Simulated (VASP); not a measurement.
Input of a VASP 6.6.1 run:

INCAR

```
SYSTEM = Pt
  PREC = Accurate
  ENCUT = 520
  EDIFF = 1E-6
  ISMEAR = -1
  SIGMA = 0.06122561905347299
  LREAL = .False.
  LASPH = .True.
  NELM = 80
  ALGO = Normal
  ISIF = 2
  LWAVE = .False.
  LCHARG = .False.
  GGA = PE
  NBANDS = 11
```

The input KPOINTS:

```
regular mesh
0
Gamma
  41 41 41
  0 0 0
```

POSCAR

```
Pt
1.0
    2.5721075436      0.0000000000      0.0000000000
    0.0000000000      2.5721075436      0.0000000000
    0.0000000000      0.0000000000      2.5721075436
Pt
1
Direct
    0.0000000000      0.0000000000      0.0000000000
```

Potentials or basis: VASP PAW PBE potentials, release 64 (Pt).

Command:

```sh
$ cat potpaw_PBE.64/Pt/POTCAR > POTCAR
$ mpirun -np 1 vasp_std > vasp.out
```

Estimate the pressure.

12.6 GPa.

Estimate the band gap on the k mesh.

zero (bands 5 and 6 overlap by 3.44 eV).

Caveat: the cell stands under pressure; spin-orbit coupling is left out, which moves the levels of the heavy elements.
